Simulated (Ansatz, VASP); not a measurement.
# NaF: VASP beside Ansatz

```
Na F
1.0
     2.83455    0.00000    0.00000
     0.00000    2.79349    0.00000
     0.00000    0.00000    2.79349
Na F
1 1
Cartesian
  0.0000 0.0000 0.0000
  1.4173 1.3967 1.3967
```

Change from the starting cell: uniaxial_x strain +1.5%.

Alike in both runs: task single point; functional HSE06; k mesh 6 × 6 × 6; no spin polarisation.

|  | VASP | Ansatz |
| --- | --- | --- |
| version | VASP 6.6.1 | Ansatz 0.2.0 |
| potentials or method | VASP PAW PBE potentials, release 64 (Na_pv, F) | plane waves, PAW |
| plane-wave cutoff (eV) | 520 | 420 |
| occupations | gaussian, width 0.01 eV | fixed |
| valence electrons in the cell | 14 | 16 |

Ansatz gave:

```
gap on the k mesh at the Fermi level (eV)                     : 8.20
pressure (GPa)                                                : 0.9
traceless stress, the component that is largest in VASP (GPa) : -1.65
```

Problem. What did VASP give for the same quantities?

Solution. gap on the k mesh at the Fermi level (eV): 8.16; pressure (GPa): 1.0; traceless stress, the component that is largest in VASP (GPa): -1.65.

VASP's potentials hold 14 valence electrons a cell and Ansatz's 16, so a difference there can come from the potentials and not from the codes. Ansatz's warnings: stress exchange threshold loose, stress scf threshold loose.
